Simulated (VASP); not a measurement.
Ir, 2 atoms in the cell. It takes space group P6_3/mmc (No. 194, hexagonal). Conventional cell: a = 2.772 Å, b = 2.772 Å, c = 4.495 Å, α = 90.00°, β = 90.00°, γ = 120.00°. Ir (site symmetry -6m2) has 12 Ir at 2.76 to 2.77 Å within 3.6 Å. 

```yaml
Program: VASP 6.6.1
Task: single point
Functional: PBEsol
Potentials_or_basis: VASP PAW PBE potentials, release 64 (Ir)
Cutoff: 520 eV
k_mesh: 21 × 21 × 12
Occupations: gaussian, width 0.15 eV
Spin: no spin polarisation
Dipole_correction: no
Further_INCAR_settings: ALGO = Fast; EDIFF = 1e-07; NBANDS = 16
```

Potentials or basis: VASP PAW PBE potentials, release 64 (Ir).

Run with:

```bash
$ cat potpaw_PBE.64/Ir/POTCAR > POTCAR
$ mpirun -np 1 vasp_std > vasp.out
```

Hardware: 1 thread of AMD EPYC 7R13 Processor (Zen 3) (shared host).

Problem. How long does it take, and how much memory?

Solution. It took 6.3 min on 1 thread of AMD EPYC 7R13 Processor (Zen 3) (shared host), peak memory 0.23 GiB. Counts: scf iterations 19, k points 336.
